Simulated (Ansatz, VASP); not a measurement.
# One calculation of Cu3N, two programs

```
CELL_PARAMETERS angstrom
3.80700 0.00000 0.00000
0.00000 3.80700 0.00000
0.00000 0.00000 3.80700
ATOMIC_POSITIONS crystal
Cu 0.50000 0.00000 0.00000
Cu 0.00000 0.50000 0.00000
Cu 0.00000 0.00000 0.50000
N 0.00000 0.00000 0.00000
```

Alike in both runs: task single point; functional PBE; k mesh 6 × 6 × 6; occupations gaussian, width 0.1 eV; no spin polarisation.

```csv
,VASP,Ansatz
version,VASP 6.6.1,Ansatz 0.2.0
potentials or method,"VASP PAW PBE potentials, release 64 (Cu, N), cutoff 600 eV","scalar-relativistic, plane waves, PAW"
valence electrons in the cell,38,62
```

VASP gave:

```
gap on the k mesh at the Fermi level (eV) : 0.19
least direct gap on the mesh (eV)         : 0.74
pressure (GPa)                            : 2.8
```

Task: Estimate Ansatz's values.

Result: gap on the k mesh at the Fermi level (eV): 0.17; least direct gap on the mesh (eV): 0.71; pressure (GPa): 2.1.

VASP's potentials hold 38 valence electrons a cell and Ansatz's 62, so a difference there can come from the potentials and not from the codes.
